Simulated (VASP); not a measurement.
Write the native input for VASP 6.6.1 that does the following.

- Task: single point
- Functional: LDA
- Potentials or basis: VASP PAW LDA potentials, release 64 (Rb_sv, Sr_sv, Cl)
- Cutoff: 520 eV
- k mesh: 4 × 4 × 4
- Occupations: gaussian, width 0.05 eV
- Spin: no spin polarisation
- Dipole correction: no
- Further INCAR settings: ALGO = Normal; EDIFF = 1e-06; NBANDS = 28

The structure of RbSrCl3 lies in POSCAR:

```
RbSrCl3
1.0
    5.6963040000      0.0000000000      0.0000000000
    0.0000000000      5.6963040000      0.0000000000
    0.0000000000      0.0000000000      5.6963040000
Rb Sr Cl
1 1 3
Direct
    0.5000000000      0.5000000000      0.4561118929
    0.0000000000      0.0000000000      0.0000000000
    0.5000000000      0.0000000000      0.0000000000
    0.0000000000      0.5000000000      0.0000000000
    0.0000000000      0.0000000000      0.5000000000
```

This cell differs from its parent crystal: all Rb atoms moved -0.250 Å, as atom 1 along Cartesian [0 0 1].

The input as run:

INCAR

```
SYSTEM = RbSrCl3
  PREC = Accurate
  ENCUT = 520
  EDIFF = 1E-6
  ISMEAR = 0
  SIGMA = 0.05
  LREAL = .False.
  LASPH = .True.
  NELM = 60
  ALGO = Normal
  ISIF = 2
  LWAVE = .False.
  LCHARG = .False.
  GGA = CA
  NBANDS = 28
```

KPOINTS

```
regular mesh
0
Gamma
  4 4 4
  0 0 0
```

Potentials or basis: VASP PAW LDA potentials, release 64 (Rb_sv, Sr_sv, Cl).

The run is started by

```bash
$ cat potpaw_LDA.64/Rb_sv/POTCAR potpaw_LDA.64/Sr_sv/POTCAR potpaw_LDA.64/Cl/POTCAR > POTCAR
$ mpirun -np 1 vasp_std > vasp.out
```

Results of the run:

The pressure is -2.2 GPa. The largest force is 0.086 eV/Å and the band gap on the k mesh is 4.24 eV (least direct gap 4.45 eV).

Caveat: the cell differs from its parent crystal (all Rb atoms moved -0.250 Å, as atom 1 along Cartesian [0 0 1]).

Run time: 83 s on 1 thread of Intel(R) Xeon(R) Platinum 8375C CPU @ 2.90GHz (Ice Lake), on a shared host, peak memory 0.27 GiB.
